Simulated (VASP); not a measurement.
Set up this calculation in VASP 6.6.1, as the native input.

```
Task                   : single point
Functional             : PBE
Potentials or basis    : VASP PAW PBE potentials, release 64 (Os, Sb)
Cutoff                 : 520 eV
k mesh                 : 12 × 12 × 12
Occupations            : fermi-dirac, width 0.05 eV
Spin                   : no spin polarisation
Dipole correction      : no
Further INCAR settings : ALGO = Normal; EDIFF = 1e-06; NBANDS = 14
```

The structure of SbOs (CsCl type) lies in POSCAR:

```
SbOs
1.0
    2.6472833967      0.0000000000      0.0000000000
    0.0000000000      2.6472833967      0.0000000000
    0.0000000000      0.0000000000      2.6472833967
Os Sb
1 1
Direct
    0.0000000000      0.0000000000      0.0000000000
    0.5000000000      0.5000000000      0.5000000000
```

This cell differs from its parent crystal: volume scaled by 0.52.

These files were run (other wordings do the same):

INCAR

```
ALGO = Normal
EDIFF = 1E-6
ENCUT = 520
GGA = PE
ISIF = 2
ISMEAR = -1
LASPH = True
LCHARG = False
LREAL = False
LWAVE = False
NBANDS = 14
NELM = 80
PREC = Accurate
SIGMA = 0.05
```

KPOINTS

```
k-points
0
Gamma
  12 12 12
```

Potentials or basis: VASP PAW PBE potentials, release 64 (Os, Sb).

Launch:

```console
$ cat potpaw_PBE.64/Os/POTCAR potpaw_PBE.64/Sb/POTCAR > POTCAR
$ mpirun -np 1 vasp_std > vasp.out
```

It gave:

The pressure is 593.4 GPa.

It took 7.1 s on 1 thread of Intel(R) Xeon(R) 6975P-C (Granite Rapids), on a shared host, peak memory 0.14 GiB.
